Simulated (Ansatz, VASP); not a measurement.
**Ag: VASP beside Ansatz**

```
Ag
1.0
     2.93000    0.00000    0.00000
    -1.46500    2.53745    0.00000
     0.00000    0.00000    4.79000
Ag
2
Direct
  0.30658 0.68776 0.27042
  0.67851 0.38343 0.75703
```

Alike in both runs: task relaxation of cell and atoms; functional RPBE; k mesh 9 × 9 × 5; occupations fermi-dirac, width 0.05 eV; no spin polarisation.

```csv
,VASP,Ansatz
version,VASP 6.6.1,Ansatz 0.2.0
potentials or method,"VASP PAW PBE potentials, release 64 (Ag), cutoff 600 eV","all-electron LAPW, scalar-relativistic"
```

```tsv
	VASP	Ansatz	Ansatz less VASP
relaxed volume (Å³/atom)	18.63	18.64	+0.006
relaxed cell length with the largest relative difference (Å)	2.961	2.962	+0.0001
```

VASP's potentials were made for PBE, not for RPBE. Ansatz ran all-electron here, and VASP with PAW potentials.
